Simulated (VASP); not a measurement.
Zn4S: relaxation of cell and atoms with PBE

The system is Zn4S.

```
Zn S
1.0
    -2.89433    2.89433    2.89433
     2.89433   -2.89433    2.89433
     2.89433    2.89433   -2.89433
Zn S
4 1
Direct
  0.50000 0.50000 0.50000
  0.00000 0.00000 0.50000
  0.00000 0.50000 0.00000
  0.50000 0.00000 0.00000
  0.00000 0.00000 0.00000
```

The cell was generated, and may not be a known phase.

```
Program                : VASP 6.6.1
Task                   : relaxation of cell and atoms
Functional             : PBE
Potentials or basis    : VASP PAW PBE potentials, release 64 (Zn, S)
Cutoff                 : 600 eV
k mesh                 : 10 × 10 × 10
Occupations            : gaussian, width 0.1 eV
Spin                   : no spin polarisation
Dipole correction      : no
Further INCAR settings : ALGO = Normal; EDIFF = 1e-06; IBRION = 2; EDIFFG = -0.01; NSW = 100; ISIF = 3
```

```
Relaxed volume                        : 19.57 Å³/atom
Relaxed cell                          : a = 5.028 Å, b = 5.028 Å, c = 5.028 Å, α = 109.47°, β = 109.47°, γ = 109.47°
Space group after relaxing (to 0.1 Å) : Im-3m (No. 229)
Energy gained by relaxing             : 0.2 meV/atom
Ionic steps                           : 3
Pressure after relaxing               : 0.0 GPa
Band gap on the k mesh                : zero (bands 27 and 28 overlap by 2.04 eV)
```

Step by step:
```tsv
step	energy change (eV)	largest force (eV/Å)	pressure (GPa)	volume (Å³)
1	0.0000	0.0000	0.38	96.98
2	-0.0010	0.0000	0.10	97.63
3	-0.0011	0.0000	0.03	97.84
```

Final structure:
```
CELL_PARAMETERS angstrom
-2.90280 2.90280 2.90280
2.90280 -2.90280 2.90280
2.90280 2.90280 -2.90280
ATOMIC_POSITIONS crystal
Zn 0.50000 0.50000 0.50000
Zn 0.00000 0.00000 0.50000
Zn 0.00000 0.50000 0.00000
Zn 0.50000 0.00000 0.00000
S 0.00000 0.00000 0.00000
```

Levels at points of the mesh, in eV from the Fermi level:
| k point | band 25 | band 26 | band 27 | band 28 | band 29 | band 30 |
| --- | --- | --- | --- | --- | --- | --- |
| (0.00, 0.00, 0.00) | -4.57 | -0.09 | -0.09 | -0.09 | 1.18 | 1.18 |
| (0.50, 0.00, 0.00) | -3.45 | -1.88 | 0.40 | 1.60 | 1.71 | 2.94 |
| (0.50, 0.50, 0.50) | -2.20 | -2.20 | 1.55 | 1.55 | 1.55 | 2.87 |

Run time: 7.6 min on 1 thread of Intel Xeon 8259CL, on a shared host, peak memory 0.34 GiB.
